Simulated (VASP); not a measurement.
# NaTa6 in VASP: notebook, part 2 of 2

VASP 6.6.1. The steps go on from the part before.

## Step 3: Single point, PBEsol

INCAR reads:

```
SYSTEM = NaTa6
PREC = Accurate
ENCUT = 520
EDIFF = 1E-6
ISMEAR = 0
SIGMA = 0.1
LREAL = .False.
LASPH = .True.
NELM = 60
ALGO = Normal
ISIF = 2
LWAVE = .False.
LCHARG = .True.
LDIPOL = .True.
IDIPOL = 3
DIPOL = 0.5 0.5 0.347
GGA = PS
LELF = .True.
LVHAR = .True.
LVACPOTAV = .True.
NBANDS = 46
```

KPOINTS reads:

```
Automatic mesh
0
Gamma
  6 6 1
  0 0 0
```

POSCAR reads:

```
NaTa6
1.0
    4.6393552080      0.0000000000      0.0000000000
   -2.3196776040      4.0177994673      0.0000000000
    0.0000000000      0.0000000000     19.9442140487
Ta Na
6 1
Direct
    0.6666666667      0.3333333333      0.2005594199
    0.3333333333      0.6666666666      0.2480420840
    0.0000000000      0.0000000000      0.2955247481
    0.6666666667      0.3333333333      0.3400438158
    0.3333333333      0.6666666666      0.3814862476
    0.0000000000      0.0000000000      0.4233916678
    0.4444444444      0.2222222222      0.5387273129
```

Potentials or basis: VASP PAW PBE potentials, release 64 (Ta_pv, Na_pv).

On the command line:

```sh
$ cat potpaw_PBE.64/Ta_pv/POTCAR potpaw_PBE.64/Na_pv/POTCAR > POTCAR
$ mpirun -np 1 vasp_std > vasp.out
```

Run time: 5.1 min. Hardware: 1 thread of Intel Xeon 6975P-C (Granite Rapids), shared host; peak memory 0.53 GiB.

The run converged. Its results:

```yaml
Free_energy: -69.8174 eV
Largest_force: 1.827 eV/Å
Band_gap_on_the_k_mesh: zero (an odd number of electrons rules out a gap without spin polarisation)
```

Forces in eV/Å, atoms in the order of the input:
```
Ta  -0.001  0.000  1.742
Ta   0.011  0.007 -0.038
Ta  -0.017 -0.010 -1.827
Ta  -0.031 -0.018  0.143
Ta  -0.018 -0.010  0.411
Ta  -0.470 -0.272 -0.449
Na   0.526  0.304  0.018
```

Levels at points of the mesh, in eV from the Fermi level:
```
           k point  band 34  band 35  band 36  band 37  band 38  band 39
(0.00, 0.00, 0.00)    -0.99    -0.97    -0.42    -0.41     0.15     0.22
(0.50, 0.00, 0.00)    -0.97    -0.73    -0.30    -0.07     0.06     0.82
(0.00, 0.50, 0.00)    -0.96    -0.72    -0.29    -0.08     0.08     0.82
```

Caveat: the PAW data sets were made with another functional, which shifts forces and pressure a little; spin-orbit coupling is left out, which moves the levels of the heavy elements.

## Step 4: Single point, PBEsol

INCAR is that of step 3.

KPOINTS is that of step 3.

POSCAR reads:

```
NaTa6
1.0
    4.6393552080      0.0000000000      0.0000000000
   -2.3196776040      4.0177994673      0.0000000000
    0.0000000000      0.0000000000     19.9442140487
Ta Na
6 1
Direct
    0.6666666666      0.3333333333      0.2005594199
    0.3333333333      0.6666666667      0.2480420840
    0.0000000000      0.0000000000      0.2955247481
    0.6666666666      0.3333333333      0.3400438158
    0.3333333333      0.6666666667      0.3814862476
    0.0000000000      0.0000000000      0.4233916678
    0.4444444444      0.8888888889      0.5389714418
```

On the command line:

```sh
$ cat potpaw_PBE.64/Ta_pv/POTCAR potpaw_PBE.64/Na_pv/POTCAR > POTCAR
$ mpirun -np 1 vasp_std > vasp.out
```

Wall time 5.2 min (1 thread of Intel Xeon 6975P-C (Granite Rapids), shared host); peak memory 0.55 GiB.

Results (log left out):

- Free energy: -69.9021 eV
- Largest force: 1.872 eV/Å
- Band gap on the k mesh: zero (an odd number of electrons rules out a gap without spin polarisation)

Forces in eV/Å, atoms in the order of the input:
```
Ta   0.000 -0.009  1.763
Ta   0.000  0.008 -0.029
Ta   0.000 -0.016 -1.872
Ta   0.000 -0.027  0.072
Ta   0.000  0.003  0.104
Ta   0.000  0.057 -0.034
Na   0.000 -0.015 -0.003
```

Levels at points of the mesh, in eV from the Fermi level:
| k point | band 34 | band 35 | band 36 | band 37 | band 38 | band 39 |
| --- | --- | --- | --- | --- | --- | --- |
| (0.00, 0.00, 0.00) | -0.98 | -0.96 | -0.42 | -0.41 | 0.15 | 0.22 |
| (0.50, 0.00, 0.00) | -0.96 | -0.74 | -0.30 | -0.06 | 0.07 | 0.80 |
| (0.00, 0.50, 0.00) | -0.96 | -0.72 | -0.30 | -0.06 | 0.08 | 0.83 |

Caveat: the PAW data sets were made with another functional, which shifts forces and pressure a little; spin-orbit coupling is left out, which moves the levels of the heavy elements.

## Step 5: Single point, PBEsol

INCAR reads:

```
PREC     = Accurate       # precision mode
ENCUT    = 520            # plane-wave cutoff, eV
EDIFF    = 1E-6           # SCF threshold, eV
ISMEAR   = 0              # smearing method
SIGMA    = 0.1            # smearing width, eV
LREAL    = False          # projectors in reciprocal space
LASPH    = True           # aspherical terms in the spheres
NELM     = 80             # most SCF steps
ALGO     = Normal         # electronic algorithm
ISIF     = 2              # what is computed and relaxed
LWAVE    = False          # write WAVECAR
LCHARG   = True           # write CHGCAR
LDIPOL   = True         
IDIPOL   = 3            
DIPOL    = 0.5 0.5 0.345
GGA      = PS             # functional
LELF     = True           # ELF
LVHAR    = True         
LVACPOTAV= True         
NBANDS   = 46             # bands
```

KPOINTS reads:

```
Automatic mesh
0
Gamma
  6 6 1
```

POSCAR reads:

```
NaTa6
1.0
    4.6393552080      0.0000000000      0.0000000000
   -2.3196776040      4.0177994673      0.0000000000
    0.0000000000      0.0000000000     19.9442140487
Ta Na
6 1
Direct
    0.6666666667      0.3333333333      0.2005594199
    0.3333333333      0.6666666666      0.2480420840
    0.0000000000      0.0000000000      0.2955247481
    0.6666666667      0.3333333333      0.3400438158
    0.3333333333      0.6666666666      0.3814862476
    0.0000000000      0.0000000000      0.4233916678
    0.8888888889      0.4444444444      0.5281750609
```

Potentials or basis: VASP PAW PBE potentials, release 64 (Ta_pv, Na_pv).

On the command line:

```sh
$ cat potpaw_PBE.64/Ta_pv/POTCAR potpaw_PBE.64/Na_pv/POTCAR > POTCAR
$ mpirun -np 1 vasp_std > vasp.out
```

OUTCAR:

```text
PREC = Accurate
   ENCUT = 520
   EDIFF = 1E-6
   ISMEAR = 0
   LREAL = False
   LASPH = True
   NELM = 80
   ISIF = 2
   GGA = PS

 ion  position               nearest neighbor table
   1  0.667  0.333  0.201-   4 2.78   2 2.84   2 2.84   2 2.84   3 3.28   3 3.28   3 3.28
   2  0.333  0.667  0.248-   5 2.66   3 2.84   1 2.84   1 2.84   3 2.84   1 2.84   3 2.84   4 3.25
                             4 3.25   4 3.25
   3  0.000  0.000  0.296-   6 2.55   4 2.82   4 2.82   4 2.82   2 2.84   2 2.84   2 2.84   5 3.18
                             5 3.18   5 3.18   1 3.28   1 3.28   1 3.28
   4  0.667  0.333  0.340-   1 2.78   5 2.80   5 2.80   5 2.80   3 2.82   3 2.82   3 2.82   6 3.15
                             6 3.15   6 3.15   2 3.25   2 3.25   2 3.25
   5  0.333  0.667  0.381-   2 2.66   4 2.80   4 2.80   4 2.80   6 2.81   6 2.81   6 2.81   3 3.18
                             3 3.18   3 3.18
[... 846 lines left out ...]
 -----------------------------------------------------------------------------
  energy-cutoff  :      520.00
  volume of cell :      371.76
      direct lattice vectors                 reciprocal lattice vectors
     4.639355208  0.000000000  0.000000000     0.215547195  0.124446231  0.000000000
    -2.319677604  4.017799467  0.000000000     0.000000000  0.248892462  0.000000000
     0.000000000  0.000000000 19.944214049     0.000000000  0.000000000  0.050139855

 POSITION                                       TOTAL-FORCE (eV/Angst)
 -----------------------------------------------------------------------------------
      2.31968      1.33927      4.00000         0.013120      0.007575      1.736813
     -0.00000      2.67853      4.94700        -0.011000     -0.006351     -0.035798
      0.00000      0.00000      5.89401         0.013565      0.007832     -1.851226
      2.31968      1.33927      6.78191         0.038349      0.022141      0.128462
     -0.00000      2.67853      7.60844         0.013862      0.008003      0.361195
      0.00000      0.00000      8.44421         0.130854      0.075549     -0.349072
      3.09290      1.78569     10.53404        -0.198750     -0.114748      0.009626
 -----------------------------------------------------------------------------------
    total drift:                               -0.000027     -0.000015      0.000604

  FREE ENERGIE OF THE ION-ELECTRON SYSTEM (eV)
  ---------------------------------------------------
  free  energy   TOTEN  =       -69.9880652168 eV

  energy  without entropy=      -69.9521155527  energy(sigma->0) =      -69.97009038

 vacuum level on the upper side and lower side of the slab         2.244         3.358
```

It took 5.1 min on 1 thread of Intel Xeon 6975P-C (Granite Rapids), shared host; peak memory 0.54 GiB.

What came out:

| Item | Value |
| --- | --- |
| Free energy | -69.9881 eV |
| Largest force | 1.851 eV/Å |
| Band gap on the k mesh | zero (an odd number of electrons rules out a gap without spin polarisation) |

Forces on the atoms (eV/Å):
```
Ta   0.013  0.008  1.737
Ta  -0.011 -0.006 -0.036
Ta   0.014  0.008 -1.851
Ta   0.038  0.022  0.128
Ta   0.014  0.008  0.361
Ta   0.131  0.076 -0.349
Na  -0.199 -0.115  0.010
```

Levels at points of the mesh, in eV from the Fermi level:
```
           k point  band 32  band 33  band 34  band 35  band 36  band 37  band 38  band 39  band 40  band 41
(0.00, 0.00, 0.00)    -1.32    -1.02    -0.98    -0.94    -0.43    -0.42     0.15     0.21     0.22     0.84
(0.50, 0.00, 0.00)    -1.54    -1.15    -0.97    -0.73    -0.30    -0.07     0.08     0.83     1.06     1.10
(0.00, 0.50, 0.00)    -1.57    -1.15    -0.97    -0.74    -0.31    -0.06     0.07     0.80     1.03     1.13
```

Caveat: the PAW data sets were made with another functional, which shifts forces and pressure a little; spin-orbit coupling is left out, which moves the levels of the heavy elements.

## Step 6: Overview

```csv
cell,gap on the mesh (eV),largest force (eV/Å)
"as given, atomic positions A",none,1.85
"as given, atomic positions B",none,1.83
"as given, atomic positions C",none,1.87
"as given, atomic positions D",none,1.85
```

Alike in all rows: task single point; level PBEsol; potentials or basis VASP PAW PBE potentials, release 64 (Ta_pv, Na_pv); no spin polarisation; k mesh 6 × 6 × 1; cutoff (eV) 520; smearing gaussian 0.1 eV.

Caveats: the PAW data sets were made with another functional, which shifts forces and pressure a little; spin-orbit coupling is left out, which moves the levels of the heavy elements.

Absolute energies hang on the potentials; compare differences alone.
